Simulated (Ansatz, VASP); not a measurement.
**One calculation of CdS, two programs**

```
Cd S
1.0
     5.10461    0.00000    0.00000
    -2.55231    4.42073    0.00000
     0.00000    0.00000    8.89662
Cd S
3 3
Direct
  0.00000 0.00000 0.19143
  0.00000 0.00000 0.80857
  0.00000 0.00000 0.50000
  0.50000 0.00000 0.00000
  0.00000 0.50000 0.00000
  0.50000 0.50000 0.00000
```

Alike in both runs: functional PBE; k mesh 12 × 12 × 4; occupations gaussian, width 0.1 eV; no spin polarisation.

Ansatz relaxed the structure, and its values are those at the end. VASP's run is a single point on that final structure, the one shown.

|  | VASP | Ansatz |
| --- | --- | --- |
| version | VASP 6.6.1 | Ansatz 0.2.0 |
| potentials or method | VASP PAW PBE potentials, release 64 (Cd, S), cutoff 520 eV | scalar-relativistic, plane waves, PAW |
| valence electrons in the cell | 54 | 78 |

```csv
,VASP,Ansatz,Ansatz less VASP
gap on the k mesh at the Fermi level (eV),none,none,-
pressure (GPa),0.1,0.0,-0.06
rms of the force components (eV/Å),0.005,0.003,-0.0019
```

A gap of «none» marks a metal or a gap that the smearing closes. VASP's potentials hold 54 valence electrons a cell and Ansatz's 78, so a difference there can come from the potentials and not from the codes.
